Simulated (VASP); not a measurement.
Input of a VASP 6.6.1 run:

INCAR

```
SYSTEM = MgO
PREC = Accurate
ENCUT = 600
EDIFF = 1E-7
ISMEAR = 0
SIGMA = 0.01
LREAL = .FALSE.
LASPH = .TRUE.
NELM = 120
ALGO = Normal
ISIF = 3
LWAVE = .FALSE.
LCHARG = .FALSE.
GGA = PS
IBRION = 2
NSW = 80
EDIFFG = -0.01
GGA_COMPAT = .FALSE.
NELMIN = 4
```

KPOINTS

```
Automatic mesh
0
G
  12 12 8
  0 0 0
```

The input POSCAR:

```
MgO
1.0
    2.9380209000      0.0000000000      0.0000000000
   -1.4690104500      2.5444007400      0.0000000000
    0.0000000000      0.0000000000      2.6796800000
Mg O
1 1
Direct
    0.0000000000      0.0000000000      0.0000000000
    0.3333333300      0.6666666700      0.5000000000
```

Potentials or basis: VASP PAW PBE potentials, release 64 (Mg, O).

The run is started by

```sh
$ cat potpaw_PBE.64/Mg/POTCAR potpaw_PBE.64/O/POTCAR > POTCAR
$ mpirun -np 1 vasp_std > vasp.out
```

Problem. Predict the relaxed volume.

Solution. 9.69 Å³/atom.

Problem. Estimate the band gap on the k mesh.

Solution. 3.18 eV, indirect (least direct gap 3.59 eV).

Problem. What does it give for the space group after relaxing (to 0.05 Å)?

Solution. P-6m2 (No. 187).

Problem. Predict the relaxed cell.

Solution. a = 2.904 Å, b = 2.904 Å, c = 2.653 Å, α = 90.00°, β = 90.00°, γ = 120.00°.

The path:
```
step  energy change (eV)  largest force (eV/Å)  pressure (GPa)  volume (Å³)
   1              0.0000                0.0000           -4.52        20.03
   2             -0.0086                0.0000            1.31        19.22
   3             -0.0093                0.0000           -0.01        19.39
   4             -0.0094                0.0000            0.03        19.38
   5             -0.0094                0.0000            0.00        19.38
```

Caveat: the PAW data sets were made with another functional, which shifts forces and pressure a little. Expect the measured gap to be larger: semilocal functionals such as PBEsol lack the derivative discontinuity.
